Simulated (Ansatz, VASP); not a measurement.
# One calculation of PtS2, two programs

Contents of INCAR:

```
  ALGO = Normal
  EDIFF = 1E-8
  ENCUT = 430
  GGA = PE
  GGA_COMPAT = False
  ISIF = 2
  ISMEAR = -1
  LASPH = True
  LCHARG = False
  LEFG = True
  LMAXMIX = 4
  LORBIT = 11
  LORBMOM = True
  LREAL = False
  LSORBIT = True
  LWAVE = False
  MAGMOM = 0 0 0 0 0 0 0 0 0
  NBANDS = 43
  NELM = 200
  PREC = Accurate
  SIGMA = 0.02
```

File KPOINTS:

```
k-points
0
Gamma
  9 9 6
```

Contents of POSCAR:

```
PtS2
1.0
    3.5431994758      0.0000000000      0.0000000000
   -1.7715997379      3.0685007567      0.0000000000
    0.0000000000      0.0000000000      5.0388000000
Pt S
1 2
Direct
    0.0000000000      0.0000000000      0.0000000000
    0.3333333333      0.6666666667      0.2448969172
    0.6666666667      0.3333333333      0.7551030828
```

Input for Ansatz:

```yaml
crystal:
  lattice:
    - [3.5431994758, 0.0, 0.0]
    - [-1.7715997379, 3.0685007567, 0.0]
    - [0.0, 0.0, 5.0388]
  atoms:
    - { symbol: Pt, position: [0.0, 0.0, 0.0] }
    - { symbol: S, position: [0.3333333333, 0.6666666667, 0.2448969172] }
    - { symbol: S, position: [0.6666666667, 0.3333333333, 0.7551030828] }
kpoints:
  mp_grid: { grid: [9, 9, 6] }
scf:
  occupations: { method: fermi_dirac, width: 0.02 }
hamiltonian:
  xc: pbe
  pseudopotentials: { kind: paw_fr }
output:
  forces: true
  stress: true
  populations: true
  efg: { quadrupole_moments_barn: { S: -0.0694 }, contact_densities: true }
  write_density: true
  write_potential: true
  elf: true
  volumetric_format: npy
magnetization:
  noncollinear: true
  spin_orbit: true
```

Alike in both runs: task electric field gradients; functional PBE; k mesh 9 × 9 × 6; occupations fermi-dirac, width 0.02 eV; non-collinear spin, spin-orbit coupling.

|  | VASP | Ansatz |
| --- | --- | --- |
| version | VASP 6.6.1 | Ansatz 0.2.0 |
| potentials or method | VASP PAW PBE potentials, release 64 (Pt_sv_GW, S) | plane-wave PAW |
| plane-wave cutoff (eV) | 430 | 420 |
| valence electrons in the cell | 30 | 30 |

```csv
,VASP,Ansatz,Ansatz less VASP
rms of the force components (eV/Å),0.032,0.008,-0.0244
size of Vzz on the site where it differs most (V/Å²),124.5,88.4,-36.15
```

Atom by atom the forces differ by 0.024 eV/Å (rms over components).
